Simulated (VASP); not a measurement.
**MgO: single point with PBE**

MgO:

```
CELL_PARAMETERS angstrom
0.00000 2.12681 2.12681
2.12681 0.00000 2.12681
2.12681 2.12681 0.00000
ATOMIC_POSITIONS crystal
Mg 0.00000 0.00000 0.00000
O 0.50000 0.50000 0.50000
```

- Program: VASP 6.6.1
- Task: single point
- Functional: PBE
- Potentials or basis: VASP PAW PBE potentials, release 64 (Mg, O)
- Cutoff: 520 eV
- k mesh: 10 × 10 × 10
- Occupations: gaussian, width 0.02 eV
- Spin: no spin polarisation
- Dipole correction: no
- Further INCAR settings: ALGO = Normal; EDIFF = 1e-06; NBANDS = 11

* Pressure: -0.7 GPa
* Band gap on the k mesh: 4.45 eV, direct

Levels at points of the mesh, in eV from the valence-band top:
```
           k point  band 2  band 3  band 4  band 5  band 6  band 7
(0.00, 0.00, 0.00)    0.00    0.00    0.00    4.45   15.63   15.63
(0.50, 0.00, 0.00)   -4.49   -0.62   -0.62    7.71   12.27   16.01
(0.50, 0.50, 0.00)   -3.96   -1.31   -1.31    9.08    9.65   12.79
```

Run time: 6.3 s on 1 thread of Intel(R) Xeon(R) Platinum 8259CL CPU @ 2.50GHz (Skylake/Cascade Lake), on a shared host, peak memory 0.14 GiB.

As with any semilocal functional, this PBE gap is likely too small.
